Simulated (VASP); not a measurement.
# MoS2 (P-3m1) in VASP: further runs

MoS2 is run at these levels: LDA, PBE; tasks: single point.

All numbers are computed with VASP 6.6.1; they aren't measurements. Logs are shortened: lines on timing, memory, paths and dates and some standing lists are left out, and cuts for length are marked.

### Step 1. The cell of the first run

The structure is trigonal, space group P-3m1 (No. 164). Conventional cell: a = 3.227 Å, b = 3.227 Å, c = 6.312 Å, α = 90.00°, β = 90.00°, γ = 120.00°. Mo (site symmetry -3m) has 6 S at 2.42 Å within 3.2 Å. S (site symmetry 3m) has 3 Mo at 2.42 Å within 3.2 Å.

### Step 2. Single point, LDA

File INCAR:

```
PREC = Accurate
ENCUT = 520
EDIFF = 1E-7
ISMEAR = -1
SIGMA = 0.05
LREAL = False
LASPH = True
NELM = 100
ALGO = Normal
ISIF = 2
LWAVE = False
LCHARG = True
GGA = CA
LELF = True
LVHAR = True
NBANDS = 20
```

File KPOINTS:

```
regular mesh
0
Gamma
  9 9 4
```

File POSCAR:

```
MoS2
1.0
    3.2274645616      0.0000000000      0.0000000000
   -1.6137322808      2.7950663001      0.0000000000
    0.0000000000      0.0000000000      6.3124734200
Mo S
1 2
Direct
    0.0000000000      0.0000000000      0.5000000000
    0.6666666667      0.3333333333      0.7446806800
    0.3333333333      0.6666666667      0.2553193200
```

Potentials or basis: VASP PAW LDA potentials, release 64 (Mo_sv, S).

Launch:

```bash
$ cat potpaw_LDA.64/Mo_sv/POTCAR potpaw_LDA.64/S/POTCAR > POTCAR
$ mpirun -np 1 vasp_std > vasp.out
```

OUTCAR:

```text
PREC = Accurate
   ENCUT = 520
   EDIFF = 1E-7
   ISMEAR = -1
   LREAL = False
   LASPH = True
   NELM = 100
   ISIF = 2
   GGA = CA

 ion  position               nearest neighbor table
   1  0.000  0.000  0.500-   2 2.42   3 2.42   3 2.42   2 2.42   2 2.42   3 2.42
   2  0.667  0.333  0.745-   1 2.42   1 2.42   1 2.42
   3  0.333  0.667  0.255-   1 2.42   1 2.42   1 2.42

  LATTYP: Found a hexagonal cell.
 ALAT       =     3.2274645616
 C/A-ratio  =     1.9558614199

  Lattice vectors:

 A1 = (   3.2274645616,   0.0000000000,   0.0000000000)
 A2 = (  -1.6137322808,   2.7950663001,   0.0000000000)
 A3 = (   0.0000000000,   0.0000000000,   6.3124734200)

Analysis of symmetry for initial positions (statically):
=====================================================================
 Subroutine PRICEL returns:
 Original cell was already a primitive cell.

 Routine SETGRP: Setting up the symmetry group for a
 hexagonal supercell.

 Subroutine GETGRP returns: Found 12 space group operations
 (whereof 12 operations were pure point group operations)
 out of a pool of 24 trial point group operations.

The static configuration has the point symmetry D_3d.

Analysis of symmetry for dynamics (positions and initial velocities):
=====================================================================
 Subroutine PRICEL returns:
 Original cell was already a primitive cell.

 Routine SETGRP: Setting up the symmetry group for a
 hexagonal supercell.

 Subroutine GETGRP returns: Found 12 space group operations
 (whereof 12 operations were pure point group operations)
 out of a pool of 24 trial point group operations.

The dynamic configuration has the point symmetry D_3d.

 Subroutine INISYM returns: Found 12 space group operations
 (whereof 12 operations are pure point group operations),
 and found     1 'primitive' translations

----------------------------------------------------------------------------------------

                                     Primitive cell

  volume of cell :      56.9447

  direct lattice vectors                    reciprocal lattice vectors
     3.227464562  0.000000000  0.000000000     0.309840737  0.178886633  0.000000000
    -1.613732281  2.795066300  0.000000000     0.000000000  0.357773266  0.000000000
     0.000000000  0.000000000  6.312473420     0.000000000  0.000000000  0.158416509

  length of vectors
     3.227464562  3.227464562  6.312473420     0.357773266  0.357773266  0.158416509

  position of ions in fractional coordinates (direct lattice)
     0.000000000  0.000000000  0.500000000
     0.666666667  0.333333333  0.744680680
     0.333333333  0.666666667  0.255319320

  ion indices of the primitive-cell ions
   primitive index   ion index
                 1           1
                 2           2
                 3           3

----------------------------------------------------------------------------------------

 KPOINTS: regular mesh

Automatic generation of k-mesh.
 Grid dimensions read from file:
 generate k-points for:    9    9    4

 Generating k-lattice:

  Cartesian coordinates                     Fractional coordinates (reciprocal lattice)
     0.034426749  0.019876293  0.000000000     0.111111111  0.000000000  0.000000000
     0.000000000  0.039752585  0.000000000     0.000000000  0.111111111  0.000000000
     0.000000000  0.000000000  0.039604127     0.000000000  0.000000000  0.250000000

  Length of vectors
     0.039752585  0.039752585  0.039604127

  Shift w.r.t. Gamma in fractional coordinates (k-lattice)
     0.000000000  0.000000000  0.000000000

 Subroutine IBZKPT returns following result:
 ===========================================

 Found     43 irreducible k-points:

 Following reciprocal coordinates:
            Coordinates               Weight
  0.000000  0.000000  0.000000      1.000000
  0.111111  0.000000  0.000000      6.000000
  0.222222  0.000000  0.000000      6.000000
  0.333333  0.000000  0.000000      6.000000
  0.444444  0.000000  0.000000      6.000000
  0.111111  0.111111  0.000000      6.000000
[... 16 lines left out ...]
  0.222222  0.111111  0.250000     12.000000
 -0.111111  0.333333  0.250000     12.000000
 [... further k-points ...]
   k-points           NKPTS =     43   k-points in BZ     NKDIM =     43   number of bands    NBANDS=     20
   number of dos      NEDOS =    301   number of ions     NIONS =      3
   total plane-waves  NPLWV =  27648
   dimension x,y,z NGX =    24 NGY =   24 NGZ =   48
   dimension x,y,z NGXF=    48 NGYF=   48 NGZF=   96
   ions per type =               1   2
   NGX,Y,Z   is equivalent  to a cutoff of  12.36, 12.36, 12.64 a.u.
   NGXF,Y,Z  is equivalent  to a cutoff of  24.72, 24.72, 25.28 a.u.
 SYSTEM =  unknown system
   PREC   = accura    normal or accurate (medium, high low for compatibility)
   ISTART =      0    job   : 0-new  1-cont  2-samecut
   ICHARG =      2    charge: 1-file 2-atom 10-const
   ISPIN  =      1    spin polarized calculation?
   LNONCOLLINEAR =      F non collinear calculations
   LSORBIT =      F    spin-orbit coupling
   LASPH  =      T    aspherical Exc in radial PAW
   ENCUT  =  520.0 eV  38.22 Ry    6.18 a.u.   6.00  6.00 11.74*2*pi/ulx,y,z
   NELM   =    100;   NELMIN=  2; NELMDL= -5     # of ELM steps
   EDIFF  = 0.1E-06   stopping-criterion for ELM
   LREAL  =      F    real-space projection
   EDIFFG = 0.1E-05   stopping-criterion for IOM
   NSW    =      0    number of steps for IOM
   IBRION =     -1    ionic relax: 0-MD 1-quasi-New 2-CG
   NFREE  =      0    steps in history (QN), initial steepest desc. (CG)
   ISIF   =      2    stress and relaxation
   ISYM   =      2    0-nonsym 1-usesym 2-fastsym
   POTIM  = 0.5000    time-step for ionic-motion
   TEBEG  =    0.0;   TEEND  =   0.0 temperature during run
   PSTRESS=    0.0 pullay stress
   NELECT =      26.0000    total number of electrons
   NUPDOWN=      -1.0000    fix difference up-down
   EMIN   =  10.00;   EMAX   =-10.00  energy-range for DOS
   EFERMI =   0.00;   METHOD = LEGACY
   ISMEAR =    -1;   SIGMA  =   0.05  broadening in eV -4-tet -1-fermi 0-gaus
   EFERMI_NEDOS =   21; number of points for ismear=-14 and -15
   IALGO  =     38    algorithm
   IMIX   =      4    mixing-type and parameters
     AMIX     =   0.40;   BMIX     =  1.00
     AMIX_MAG =   1.60;   BMIX_MAG =  1.00
  volume/ion in A,a.u.               =      18.98       128.09
  Fermi-wavevector in a.u.,A,eV,Ry     =   1.260612  2.382212 21.621610  1.589144
  Thomas-Fermi vector in A             =   2.394113
   LORBIT       =      0    0 simple, 1 ext, 2 COOP (PROOUT), +10 PAW based schemes
   GGA     = CA    functional components
   LHFCALC =     F    Hartree Fock is set to
   AEXX    =    0.0000 exact exchange contribution
   IVDW    =     0    specifies the selected vdW correction
   LEPSILON=     F    determine dielectric tensor
   LRPA    =     F    only Hartree local field effects (RPA)
 non-spin polarized calculation
  energy-cutoff  :      520.00
  volume of cell :       56.94
 maximum number of plane-waves:      1557
   NGX = 13   NGY = 13   NGZ = 23

 number of electron      26.0000000 magnetization

 Free energy of the ion-electron system (eV)
  ---------------------------------------------------
  ext. energy  EPLUGINS =         0.00000000
  ---------------------------------------------------
  free energy    TOTEN  =       -23.55222064 eV

  energy without entropy =      -23.54342735  energy(sigma->0) =      -23.54782399

 E-fermi :   6.7435     XC(G=0): -10.7686

 val. band max:        6.7308927088   @ k =   0.1111   0.0000   0.0000
 cond. band min:       6.7471544944   @ k =   0.3333   0.2222   0.0000
 fundamental gap:      0.0162617857
 Fermi energy:         6.7435048976

 k-point     1 :       0.0000    0.0000    0.0000
  band No.  band energies     occupation
      1     -54.6662      2.00000
      2     -28.8943      2.00000
      3     -28.8585      2.00000
      4     -28.8585      2.00000
      5      -8.0009      2.00000
      6      -6.5334      2.00000
[... 12 lines left out ...]
     19      12.7696      0.00000
     20      16.3100      0.00000

 k-point     2 :       0.1111    0.0000    0.0000
  band No.  band energies     occupation
      1     -54.6625      2.00000
      2     -28.8981      2.00000
      3     -28.8866      2.00000
      4     -28.8675      2.00000
      5      -7.8147      2.00000
      6      -6.4949      2.00000
[... 12 lines left out ...]
     19      13.6531      0.00000
     20      15.8128      0.00000

 k-point     3 :       0.2222    0.0000    0.0000
  band No.  band energies     occupation
      1     -54.6529      2.00000
      2     -28.9971      2.00000
      3     -28.8904      2.00000
      4     -28.8670      2.00000
      5      -7.3073      2.00000
      6      -6.3892      2.00000
[... 12 lines left out ...]
     19      14.3993      0.00000
     20      15.2250      0.00000

 k-point     4 :       0.3333    0.0000    0.0000
  band No.  band energies     occupation
      1     -54.6420      2.00000
      2     -29.1078      2.00000
      3     -28.9163      2.00000
      4     -28.8445      2.00000
      5      -6.6900      2.00000
      6      -6.1928      2.00000
[... 12 lines left out ...]
     19      13.7425      0.00000
     20      14.4832      0.00000

 k-point     5 :       0.4444    0.0000    0.0000
  band No.  band energies     occupation
      1     -54.6348      2.00000
      2     -29.1791      2.00000
      3     -28.9331      2.00000
      4     -28.8299      2.00000
      5      -6.4199      2.00000
      6      -5.8091      2.00000
[... 12 lines left out ...]
     19      13.4563      0.00000
     20      14.7453      0.00000

 k-point     6 :       0.1111    0.1111    0.0000
  band No.  band energies     occupation
      1     -54.6558      2.00000
      2     -28.9637      2.00000
      3     -28.8874      2.00000
      4     -28.8726      2.00000
      5      -7.4658      2.00000
      6      -6.4241      2.00000
[... 12 lines left out ...]
     19      14.8430      0.00000
     20      15.5762      0.00000

 k-point     7 :       0.2222    0.1111    0.0000
  band No.  band energies     occupation
      1     -54.6455      2.00000
      2     -29.0603      2.00000
      3     -28.9199      2.00000
      4     -28.8518      2.00000
      5      -6.8740      2.00000
      6      -6.2953      2.00000
[... 12 lines left out ...]
     19      14.4573      0.00000
     20      14.8895      0.00000
[... 277 lines left out ...]
 k-point    20 :       0.4444    0.0000    0.2500
  band No.  band energies     occupation
      1     -54.6348      2.00000
      2     -29.1791      2.00000
      3     -28.9331      2.00000
      4     -28.8299      2.00000
      5      -6.4730      2.00000
      6      -5.7333      2.00000
[... 12 lines left out ...]
     19      12.8493      0.00000
     20      14.7115      0.00000

 k-point    21 :       0.0000    0.4444    0.2500
  band No.  band energies     occupation
      1     -54.6348      2.00000
      2     -29.1791      2.00000
      3     -28.9331      2.00000
      4     -28.8299      2.00000
      5      -6.4243      2.00000
      6      -5.8037      2.00000
[... 12 lines left out ...]
     19      13.0684      0.00000
     20      14.0106      0.00000

 k-point    22 :       0.1111    0.1111    0.2500
  band No.  band energies     occupation
      1     -54.6558      2.00000
      2     -28.9637      2.00000
      3     -28.8874      2.00000
      4     -28.8726      2.00000
      5      -7.3872      2.00000
      6      -6.5363      2.00000
[... 12 lines left out ...]
     19      14.9064      0.00000
     20      15.5571      0.00000

 k-point    23 :       0.2222    0.1111    0.2500
  band No.  band energies     occupation
      1     -54.6455      2.00000
      2     -29.0603      2.00000
      3     -28.9199      2.00000
      4     -28.8518      2.00000
      5      -6.8391      2.00000
      6      -6.3333      2.00000
[... 12 lines left out ...]
     19      14.4426      0.00000
     20      15.4835      0.00000

 k-point    24 :      -0.1111    0.3333    0.2500
  band No.  band energies     occupation
      1     -54.6455      2.00000
      2     -29.0603      2.00000
      3     -28.9199      2.00000
      4     -28.8518      2.00000
      5      -6.7840      2.00000
      6      -6.4024      2.00000
[... 12 lines left out ...]
     19      14.8795      0.00000
     20      15.1604      0.00000

 [... further k-points ...]

------------------------ aborting loop because EDIFF is reached ----------------------------------------

  FORCE on cell =-STRESS in cart. coord.  units (eV):
  Direction    XX          YY          ZZ          XY          YZ          ZX
  --------------------------------------------------------------------------------------
  -------------------------------------------------------------------------------------
  Total       -2.4747011     -2.4747011     -1.2992666     -0.0000000      0.0000000      0.0000000
  in kB      -69.6274001    -69.6274001    -36.5557487     -0.0000000      0.0000000      0.0000000
  external PRESSURE =     -58.6035163 kB  Pullay stress =       0.0000000 kB

 VOLUME and BASIS-vectors are now :
 -----------------------------------------------------------------------------
  energy-cutoff  :      520.00
  volume of cell :       56.94
      direct lattice vectors                 reciprocal lattice vectors
     3.227464562  0.000000000  0.000000000     0.309840737  0.178886633  0.000000000
    -1.613732281  2.795066300  0.000000000     0.000000000  0.357773266  0.000000000
     0.000000000  0.000000000  6.312473420     0.000000000  0.000000000  0.158416509

 POSITION                                       TOTAL-FORCE (eV/Angst)
 -----------------------------------------------------------------------------------
      0.00000      0.00000      3.15624        -0.000000      0.000000      0.000000
      1.61373      0.93169      4.70078         0.000000     -0.000000     -0.132757
     -0.00000      1.86338      1.61170        -0.000000      0.000000      0.132757
 -----------------------------------------------------------------------------------
    total drift:                                0.000000     -0.000000      0.000000

  FREE ENERGIE OF THE ION-ELECTRON SYSTEM (eV)
  ---------------------------------------------------
  free  energy   TOTEN  =       -23.5522206367 eV

  energy  without entropy=      -23.5434273508  energy(sigma->0) =      -23.54782399
```

Run time: 20 s. Hardware: 1 thread of Intel Xeon 6975P-C (Granite Rapids), shared host; peak memory 0.17 GiB.

Results:

* Free energy: -23.5522 eV
* Pressure: -5.9 GPa
* Largest force: 0.133 eV/Å
* Band gap on the k mesh: zero (band 13 reaches 7.37 eV, above the bottom of band 14 at 6.39 eV)

Forces on the atoms (eV/Å):
```
Mo   0.000  0.000  0.000
S    0.000  0.000 -0.133
S    0.000  0.000  0.133
```

Levels at points of the mesh, in eV from the Fermi level:
```csv
k point,band 10,band 11,band 12,band 13,band 14,band 15,band 16,band 17
"(0.00, 0.00, 0.00)",-1.79,-1.09,-0.95,-0.95,-0.28,-0.28,3.21,3.21
"(0.00, 0.00, 0.50)",-3.61,-0.96,-0.96,-0.35,-0.35,-0.05,3.37,3.37
```

### Step 3. Single point, PBE

File INCAR:

```
PREC = Accurate
ENCUT = 520
EDIFF = 1E-6
ISMEAR = 0
SIGMA = 0.011
LREAL = F
LASPH = T
NELM = 80
ALGO = Normal
ISIF = 2
LWAVE = F
LCHARG = F
GGA = PE
NBANDS = 20
```

KPOINTS is that of step 2.

POSCAR is that of step 2.

Potentials or basis: VASP PAW PBE potentials, release 64 (Mo_sv, S).

Launch:

```bash
$ cat potpaw_PBE.64/Mo_sv/POTCAR potpaw_PBE.64/S/POTCAR > POTCAR
$ mpirun -np 1 vasp_std > vasp.out
```

Wall time 22 s (1 thread of Intel Xeon 6975P-C, shared host); peak memory 0.19 GiB.

It converged, with:

```
Free energy            : -21.0066 eV
Pressure               : 0.9 GPa
Largest force          : 0.290 eV/Å
Band gap on the k mesh : zero (band 13 reaches 7.55 eV, above the bottom of band 14 at 6.52 eV)
```

Forces on the atoms (eV/Å):
```
Mo   0.000  0.000  0.000
S    0.000  0.000  0.290
S    0.000  0.000 -0.290
```

Stress tensor (GPa, compression positive):
```
-0.06  0.00  0.00
 0.00 -0.06  0.00
 0.00  0.00  2.97
```

Levels at points of the mesh, in eV from the Fermi level:
```csv
k point,band 9,band 10,band 11,band 12,band 13,band 14,band 15,band 16,band 17,band 18
"(0.00, 0.00, 0.00)",-4.02,-1.83,-1.04,-0.93,-0.93,-0.32,-0.32,3.20,3.20,6.09
"(0.00, 0.00, 0.50)",-4.01,-3.56,-0.94,-0.94,-0.38,-0.38,-0.07,3.36,3.36,6.06
```

Caveat: this functional lacks dispersion, which binds the layers, so the pressure and a relaxed spacing across them are unreliable.
